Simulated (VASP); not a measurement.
# InAs (F-43m) in VASP: further runs, part 2 of 2

VASP 6.6.1. Earlier steps stand in the parts before.

## 5. Relaxation of cell and atoms, PBEsol, target pressure 40 GPa, at which the enthalpy is minimised

INCAR reads:

```
PREC = Accurate
ENCUT = 600
EDIFF = 1E-6
ISMEAR = -1
SIGMA = 0.15
LREAL = F
LASPH = T
NELM = 80
ALGO = Normal
ISIF = 3
LWAVE = F
LCHARG = F
GGA = PS
IBRION = 2
NSW = 80
EDIFFG = -0.001
PSTRESS = 400.0
```

KPOINTS reads:

```
regular mesh
0
Gamma
  12 12 12
```

POSCAR reads:

```
InAs
1.0
    0.0000000000      3.0437329611      3.0437329611
    3.0437329611      0.0000000000      3.0437329611
    3.0437329611      3.0437329611      0.0000000000
In As
1 1
Direct
    0.0000000000      0.0000000000      0.0000000000
    0.7500000000      0.7500000000      0.7500000000
```

Potentials or basis: VASP PAW PBE potentials, release 64 (In_d, As).

Command:

```console
cat potpaw_PBE.64/In_d/POTCAR potpaw_PBE.64/As/POTCAR > POTCAR
mpirun -np 1 vasp_std > vasp.out
```

OUTCAR:

```text
PREC = Accurate
   ENCUT = 600
   EDIFF = 1E-6
   ISMEAR = -1
   LREAL = F
   LASPH = T
   NELM = 80
   ISIF = 3
   GGA = PS
   IBRION = 2
   NSW = 80
   EDIFFG = -0.001
   PSTRESS = 400.0

 ion  position               nearest neighbor table
   1  0.000  0.000  0.000-   2 2.64   2 2.64   2 2.64   2 2.64
   2  0.750  0.750  0.750-   1 2.64   1 2.64   1 2.64   1 2.64

  LATTYP: Found a face centered cubic cell.
 ALAT       =     6.0874659222

  Lattice vectors:

 A1 = (   0.0000000000,   3.0437329611,   3.0437329611)
 A2 = (   3.0437329611,   0.0000000000,   3.0437329611)
 A3 = (   3.0437329611,   3.0437329611,   0.0000000000)

Analysis of symmetry for initial positions (statically):
=====================================================================
 Subroutine PRICEL returns:
 Original cell was already a primitive cell.

 Routine SETGRP: Setting up the symmetry group for a
 face centered cubic supercell.

 Subroutine GETGRP returns: Found 24 space group operations
 (whereof 24 operations were pure point group operations)
 out of a pool of 48 trial point group operations.

The static configuration has the point symmetry T_d .

Analysis of symmetry for dynamics (positions and initial velocities):
=====================================================================
 Subroutine PRICEL returns:
 Original cell was already a primitive cell.

 Routine SETGRP: Setting up the symmetry group for a
 face centered cubic supercell.

 Subroutine GETGRP returns: Found 24 space group operations
 (whereof 24 operations were pure point group operations)
 out of a pool of 48 trial point group operations.

The dynamic configuration has the point symmetry T_d .

 Subroutine INISYM returns: Found 24 space group operations
 (whereof 24 operations are pure point group operations),
 and found     1 'primitive' translations

----------------------------------------------------------------------------------------

                                     Primitive cell

  volume of cell :      56.3962

  direct lattice vectors                    reciprocal lattice vectors
     0.000000000  3.043732961  3.043732961    -0.164271967  0.164271967  0.164271967
     3.043732961  0.000000000  3.043732961     0.164271967 -0.164271967  0.164271967
     3.043732961  3.043732961  0.000000000     0.164271967  0.164271967 -0.164271967

  length of vectors
     4.304488434  4.304488434  4.304488434     0.284527393  0.284527393  0.284527393

  position of ions in fractional coordinates (direct lattice)
     0.000000000  0.000000000  0.000000000
     0.750000000  0.750000000  0.750000000

  ion indices of the primitive-cell ions
   primitive index   ion index
                 1           1
                 2           2

----------------------------------------------------------------------------------------

 KPOINTS: regular mesh

Automatic generation of k-mesh.
 Grid dimensions read from file:
 generate k-points for:   12   12   12

 Generating k-lattice:

  Cartesian coordinates                     Fractional coordinates (reciprocal lattice)
    -0.013689331  0.013689331  0.013689331     0.083333333  0.000000000  0.000000000
     0.013689331 -0.013689331  0.013689331     0.000000000  0.083333333  0.000000000
     0.013689331  0.013689331 -0.013689331     0.000000000  0.000000000  0.083333333

  Length of vectors
     0.023710616  0.023710616  0.023710616

  Shift w.r.t. Gamma in fractional coordinates (k-lattice)
     0.000000000  0.000000000  0.000000000

 Subroutine IBZKPT returns following result:
 ===========================================

 Found     72 irreducible k-points:

 Following reciprocal coordinates:
            Coordinates               Weight
  0.000000  0.000000  0.000000      1.000000
  0.083333  0.000000  0.000000      8.000000
  0.166667  0.000000  0.000000      8.000000
  0.250000  0.000000  0.000000      8.000000
  0.333333  0.000000  0.000000      8.000000
  0.416667  0.000000  0.000000      8.000000
[... 16 lines left out ...]
  0.500000  0.166667  0.000000     24.000000
 -0.416667  0.166667  0.000000     24.000000
 [... further k-points ...]
   k-points           NKPTS =     72   k-points in BZ     NKDIM =     72   number of bands    NBANDS=     13
   number of dos      NEDOS =    301   number of ions     NIONS =      2
   total plane-waves  NPLWV =  46656
   dimension x,y,z NGX =    36 NGY =   36 NGZ =   36
   dimension x,y,z NGXF=    72 NGYF=   72 NGZF=   72
   ions per type =               1   1
   NGX,Y,Z   is equivalent  to a cutoff of  13.90, 13.90, 13.90 a.u.
   NGXF,Y,Z  is equivalent  to a cutoff of  27.81, 27.81, 27.81 a.u.
 SYSTEM =  unknown system
   PREC   = accura    normal or accurate (medium, high low for compatibility)
   ISTART =      0    job   : 0-new  1-cont  2-samecut
   ICHARG =      2    charge: 1-file 2-atom 10-const
   ISPIN  =      1    spin polarized calculation?
   LNONCOLLINEAR =      F non collinear calculations
   LSORBIT =      F    spin-orbit coupling
   LASPH  =      T    aspherical Exc in radial PAW
   ENCUT  =  600.0 eV  44.10 Ry    6.64 a.u.   8.60  8.60  8.60*2*pi/ulx,y,z
   NELM   =     80;   NELMIN=  2; NELMDL= -5     # of ELM steps
   EDIFF  = 0.1E-05   stopping-criterion for ELM
   LREAL  =      F    real-space projection
   EDIFFG = -.1E-02   stopping-criterion for IOM
   NSW    =     80    number of steps for IOM
   IBRION =      2    ionic relax: 0-MD 1-quasi-New 2-CG
   NFREE  =      1    steps in history (QN), initial steepest desc. (CG)
   ISIF   =      3    stress and relaxation
   ISYM   =      2    0-nonsym 1-usesym 2-fastsym
   POTIM  = 0.5000    time-step for ionic-motion
   TEBEG  =    0.0;   TEEND  =   0.0 temperature during run
   PSTRESS=  400.0 pullay stress
   NELECT =      18.0000    total number of electrons
   NUPDOWN=      -1.0000    fix difference up-down
   EMIN   =  10.00;   EMAX   =-10.00  energy-range for DOS
   EFERMI =   0.00;   METHOD = LEGACY
   ISMEAR =    -1;   SIGMA  =   0.15  broadening in eV -4-tet -1-fermi 0-gaus
   EFERMI_NEDOS =   21; number of points for ismear=-14 and -15
   IALGO  =     38    algorithm
   IMIX   =      4    mixing-type and parameters
     AMIX     =   0.40;   BMIX     =  1.00
     AMIX_MAG =   1.60;   BMIX_MAG =  1.00
  volume/ion in A,a.u.               =      28.20       190.29
  Fermi-wavevector in a.u.,A,eV,Ry     =   1.118791  2.114209 17.030333  1.251694
  Thomas-Fermi vector in A             =   2.255425
   LORBIT       =      0    0 simple, 1 ext, 2 COOP (PROOUT), +10 PAW based schemes
   GGA     = PS    functional components
   LHFCALC =     F    Hartree Fock is set to
   AEXX    =    0.0000 exact exchange contribution
   IVDW    =     0    specifies the selected vdW correction
   LEPSILON=     F    determine dielectric tensor
   LRPA    =     F    only Hartree local field effects (RPA)
 conjugate gradient relaxation of ions
 non-spin polarized calculation
  energy-cutoff  :      600.00
  volume of cell :       56.40
 maximum number of plane-waves:      1900
   NGX = 17   NGY = 17   NGZ = 17

--------------------------------------- Ionic step        1  -------------------------------------------

 number of electron      18.0000004 magnetization

 Free energy of the ion-electron system (eV)
  ---------------------------------------------------
  ext. energy  EPLUGINS =         0.00000000
  ---------------------------------------------------
  free energy    TOTEN  =        -8.49207840 eV

  energy without entropy =       -8.48846507  energy(sigma->0) =       -8.49027173

 E-fermi :   4.5405     XC(G=0):  -9.1976

 val. band max:        4.1713842138   @ k =   0.0000   0.0000   0.0000
 cond. band min:       4.8859515543   @ k =   0.0833   0.0000   0.0000
 fundamental gap:      0.7145673405
 Fermi energy:         4.5405040347
[... 886 lines left out ...]
  energy  without entropy=       -7.8488906236  energy(sigma->0) =       -7.84953524

  enthalpy is  TOTEN    =         3.3548599770 eV   P V=       11.2050398331

[... ionic steps 4 to 19 ...]

--------------------------------------- Ionic step       20  -------------------------------------------

 number of electron      17.9999999 magnetization

------------------------ aborting loop because EDIFF is reached ----------------------------------------
[... 71 lines left out ...]
--------------------------------------- Ionic step       22  -------------------------------------------

 number of electron      17.9999999 magnetization

 Free energy of the ion-electron system (eV)
  ---------------------------------------------------
  ext. energy  EPLUGINS =         0.00000000
  ---------------------------------------------------
  free energy    TOTEN  =        -7.02959064 eV

  energy without entropy =       -7.02775542  energy(sigma->0) =       -7.02867303

 E-fermi :   8.5839     XC(G=0): -10.7103

 val. band max:        8.1886212553   @ k =   0.0000   0.0000   0.0000
 cond. band min:       8.9457276093   @ k =   0.5000   0.5000   0.0000
 fundamental gap:      0.7571063540
 Fermi energy:         8.5839163840
[... 417 lines left out ...]
  energy  without entropy=       -7.0277554232  energy(sigma->0) =       -7.02867303

  enthalpy is  TOTEN    =         3.0908994554 eV   P V=       10.1204900987

 reached required accuracy - stopping structural energy minimisation
```

CONTCAR:

```text
InAs
   1.00000000000000
    -0.0000000000000000    2.7265117893935336    2.7265117893935336
     2.7265117893935336    0.0000000000000000    2.7265117893935336
     2.7265117893935336    2.7265117893935336    0.0000000000000000
  In              As
     1     1
Direct
     0.0000000000000000    0.0000000000000000    0.0000000000000000
     0.7500000000000000    0.7500000000000000    0.7500000000000000

  0.00000000E+00  0.00000000E+00  0.00000000E+00
  0.00000000E+00  0.00000000E+00  0.00000000E+00
```

Run time: 18 min. Hardware: 1 thread of AMD EPYC, shared host; peak memory 0.24 GiB.

Results:

| Item | Value |
| --- | --- |
| Free energy | -7.0296 eV |
| Relaxed volume | 20.27 Å³/atom |
| Relaxed cell | a = 3.856 Å, b = 3.856 Å, c = 3.856 Å, α = 60.00°, β = 60.00°, γ = 60.00° |
| Space group after relaxing (to 0.05 Å) | F-43m (No. 216) |
| Energy change on relaxing (the enthalpy is what falls) | +731.2 meV/atom |
| Ionic steps | 22 |
| Pressure after relaxing | 40.0 GPa |
| Band gap on the k mesh | 0.76 eV, indirect (least direct gap 1.22 eV) |

Step by step:
| step | energy change (eV) | largest force (eV/Å) | pressure (GPa) | volume (Å³) |
| --- | --- | --- | --- | --- |
| 1 | 0.0000 | 0.0000 | 0.11 | 56.40 |
| 2 | 45.8596 | 0.0000 | 1116.77 | 16.31 |
| 3 | 0.6419 | 0.0000 | 21.97 | 44.88 |
| 4 | 0.9021 | 0.0000 | 27.95 | 43.20 |
| 5 | 1.5057 | 0.0000 | 40.92 | 40.37 |
| 6 | 1.4340 | 0.0000 | 39.40 | 40.65 |
| 7 | 1.4350 | 0.0000 | 39.43 | 40.65 |
| 8 | 1.4381 | 0.0000 | 39.49 | 40.64 |
| 9 | 1.4381 | 0.0000 | 39.48 | 40.64 |
| 10 | 1.4381 | 0.0000 | 39.48 | 40.64 |
| 11 | 1.4383 | 0.0000 | 39.48 | 40.63 |
| 12 | 1.4385 | 0.0000 | 39.49 | 40.63 |
| 13 | 1.4390 | 0.0000 | 39.49 | 40.63 |
| 14 | 1.4400 | 0.0000 | 39.53 | 40.63 |
| 15 | 1.4420 | 0.0000 | 39.58 | 40.62 |
| 16 | 1.4460 | 0.0000 | 39.65 | 40.60 |
| 17 | 1.4540 | 0.0000 | 39.84 | 40.57 |
| 18 | 1.4701 | 0.0000 | 40.17 | 40.51 |
| 19 | 1.4619 | 0.0000 | 39.97 | 40.54 |
| 20 | 1.4637 | 0.0000 | 40.03 | 40.53 |
| 21 | 1.4628 | 0.0000 | 40.03 | 40.54 |
| 22 | 1.4625 | 0.0000 | 40.00 | 40.54 |

Final structure:
```xyz
2
Lattice="0.0000 2.7265 2.7265 2.7265 0.0000 2.7265 2.7265 2.7265 0.0000" Properties=species:S:1:pos:R:3 pbc="T T T"
In    0.0000    0.0000    0.0000
As    4.0898    4.0898    4.0898
```

Caveat: the cell is relaxed towards a set pressure, so the enthalpy falls and the energy may rise; the volume moved by over 15 % at a fixed basis, so the end points are rough; the PAW data sets were made with another functional, which shifts forces and pressure a little; spin-orbit coupling is left out, which moves the levels of the heavy elements.

## 6. Summary

```tsv
task	cell	cutoff (eV)	gap on the mesh (eV)	pressure (GPa)
relaxation of cell and atoms	relaxed to 2 GPa from a = 4.304 Å, angles 60.0°, 2 atoms	600	none	2.0
relaxation of cell and atoms	relaxed to -3 GPa from a = 4.304 Å, angles 60.0°, 2 atoms	600	none	-3.0
single point	a = 3.854 Å, angles 60.0°, 2 atoms	520	0.75	40.3
relaxation of cell and atoms	relaxed to 40 GPa from a = 4.304 Å, angles 60.0°, 2 atoms	600	0.76	40.0
```

Alike in all rows: level PBEsol; potentials or basis VASP PAW PBE potentials, release 64 (In_d, As); no spin polarisation; k mesh 12 × 12 × 12; smearing fermi-dirac 0.15 eV.

Caveats: the PAW data sets were made with another functional, which shifts forces and pressure a little; spin-orbit coupling is left out, which moves the levels of the heavy elements; the cell is relaxed towards a set pressure, so the enthalpy falls and the energy may rise (some runs); the volume moved by over 15 % at a fixed basis, so the end points are rough (some runs).

Total energies depend on the potentials used, so only differences within one code and one set of settings carry meaning.
